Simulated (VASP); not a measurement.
Write the native input for VASP 6.6.1 that does the following.

| Property | Result |
| --- | --- |
| Task | single point |
| Functional | r2SCAN |
| Potentials or basis | VASP PAW PBE potentials, release 64 (Cd, S) |
| Cutoff | 520 eV |
| k mesh | 8 × 8 × 8 |
| Occupations | gaussian, width 0.05 eV |
| Spin | no spin polarisation |
| Dipole correction | no |
| Further INCAR settings | ALGO = Normal; EDIFF = 1e-06; NBANDS = 16 |

CdS:

```
Cd S
1.0
     0.00000    2.72691    2.72691
     2.72691    0.00000    2.72691
     2.72691    2.72691    0.00000
Cd S
1 1
Cartesian
  0.0232 0.0116 0.0000
  2.6457 2.6863 2.7269
```

This cell differs from its parent crystal: mode 4 frozen in at -0.081 Å and mode 5 at -0.041 Å (largest displacements).

The input as run:

POSCAR

```
CdS
1.0
    0.0000000000      2.7269062253      2.7269062253
    2.7269062253      0.0000000000      2.7269062253
    2.7269062253      2.7269062253      0.0000000000
Cd S
1 1
Direct
   -0.0021230927      0.0021230927      0.0063692780
    0.5074443337      0.4925556663      0.4776669988
```

INCAR.step1

```
  ALGO = Normal
  EDIFF = 1E-4
  ENCUT = 520
  GGA = PE
  ISMEAR = 0
  LASPH = True
  LCHARG = False
  LREAL = False
  LWAVE = True
  NBANDS = 16
  NELM = 80
  PREC = Accurate
  SIGMA = 0.05
```

INCAR.step2

```
  ALGO = Normal
  EDIFF = 1E-6
  ENCUT = 520
  ISIF = 2
  ISMEAR = 0
  ISTART = 1
  LASPH = True
  LCHARG = True
  LELF = True
  LMIXTAU = True
  LREAL = False
  LVHAR = True
  LWAVE = False
  METAGGA = R2SCAN
  NBANDS = 16
  NELM = 80
  PREC = Accurate
  SIGMA = 0.05
```

KPOINTS

```
k-points
0
Gamma
  8 8 8
```

Potentials or basis: VASP PAW PBE potentials, release 64 (Cd, S).

Launch:

```console
$ cat potpaw_PBE.64/Cd/POTCAR potpaw_PBE.64/S/POTCAR > POTCAR
$ cp INCAR.step1 INCAR
$ mpirun -np 1 vasp_std > vasp.out
$ cp INCAR.step2 INCAR
$ mpirun -np 1 vasp_std > vasp.out
```

It gave:

The pressure is 0.9 GPa, the largest force is 0.230 eV/Å and the band gap on the k mesh is 0.76 eV, indirect (least direct gap 2.33 eV).

Caveat: the cell differs from its parent crystal (mode 4 frozen in at -0.081 Å and mode 5 at -0.041 Å (largest displacements)); the PAW data sets were made with another functional, which shifts forces and pressure a little.

Run time: 3.1 min on 1 thread of Intel(R) Xeon(R) 6975P-C (Granite Rapids) (shared host), peak memory 0.24 GiB.
